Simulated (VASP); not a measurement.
Write the native input for VASP 6.6.1 that does the following.

```
Task                   : single point
Functional             : r2SCAN
Potentials or basis    : VASP PAW PBE potentials, release 64 (Na_pv)
Cutoff                 : 520 eV
k mesh                 : 12 × 12 × 12
Occupations            : fermi-dirac, width 0.1 eV
Spin                   : no spin polarisation
Dipole correction      : no
Further INCAR settings : ALGO = Normal; EDIFF = 1e-06; NBANDS = 10
```

Na:

```
Na
1.0
    -2.08501    2.08501    2.08501
     2.08501   -2.08501    2.08501
     2.08501    2.08501   -2.08501
Na
1
Cartesian
  0.0000 0.0000 0.0000
```

One way to write it, as run:

POSCAR

```
Na
1.0
   -2.0850055420      2.0850055420      2.0850055420
    2.0850055420     -2.0850055420      2.0850055420
    2.0850055420      2.0850055420     -2.0850055420
Na
1
Direct
    0.0000000000      0.0000000000      0.0000000000
```

INCAR.step1

```
PREC = Accurate
ENCUT = 520
ISMEAR = -1
SIGMA = 0.1
LREAL = F
LASPH = T
NELM = 80
NBANDS = 10
GGA = PE
ALGO = Normal
EDIFF = 1E-4
LWAVE = T
LCHARG = F
```

INCAR.step2

```
PREC = Accurate
ENCUT = 520
EDIFF = 1E-6
ISMEAR = -1
SIGMA = 0.1
LREAL = F
LASPH = T
NELM = 80
ALGO = Normal
ISIF = 2
LWAVE = F
LCHARG = F
METAGGA = R2SCAN
LMIXTAU = T
NBANDS = 10
ISTART = 1
```

KPOINTS

```
regular mesh
0
Gamma
  12 12 12
```

Potentials or basis: VASP PAW PBE potentials, release 64 (Na_pv).

Run with:

```sh
$ cat potpaw_PBE.64/Na_pv/POTCAR > POTCAR
$ cp INCAR.step1 INCAR
$ mpirun -np 1 vasp_std > vasp.out
$ cp INCAR.step2 INCAR
$ mpirun -np 1 vasp_std > vasp.out
```

Results of the run:

```
Pressure               : 0.4 GPa
Band gap on the k mesh : zero (an odd number of electrons rules out a gap without spin polarisation)
```

Caveat: the PAW data sets were made with another functional, which shifts forces and pressure a little.

Run time: 48 s on 1 thread of Intel(R) Xeon(R) 6975P-C (Granite Rapids) (shared host), peak memory 0.16 GiB.
